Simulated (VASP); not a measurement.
A run of VASP 6.6.1:

File INCAR:

```
SYSTEM = YN
  PREC = Accurate
  ENCUT = 600
  EDIFF = 1E-6
  ISMEAR = 0
  SIGMA = 0.01
  LREAL = .False.
  LASPH = .True.
  NELM = 120
  ALGO = Normal
  ISIF = 2
  LWAVE = .False.
  LCHARG = .False.
  GGA = PE
  NBANDS = 15
  GGA_COMPAT = .False.
```

The input KPOINTS:

```
Automatic mesh
0
Gamma
  10 10 10
  0 0 0
```

POSCAR

```
YN
1.0
    0.0000000000      2.4456322213      2.4897931643
    2.4456322213      0.0000000000      2.4897931643
    2.4456322213      2.4456322213      0.0000000000
Y N
1 1
Direct
    0.0000000000      0.0000000000      0.0000000000
    0.5000000000      0.5000000000      0.5000000000
```

Potentials or basis: VASP PAW PBE potentials, release 64 (Y_sv, N).

The run is started by

```bash
$ cat potpaw_PBE.64/Y_sv/POTCAR potpaw_PBE.64/N/POTCAR > POTCAR
$ mpirun -np 1 vasp_std > vasp.out
```

Hardware: 1 thread of Intel Xeon 8259CL, with other jobs on the host.

Estimate the wall time of this run.

Wall time 72 s on 1 thread of Intel Xeon 8259CL (shared host), peak memory 0.22 GiB. Counts: scf iterations 13, k points 102.
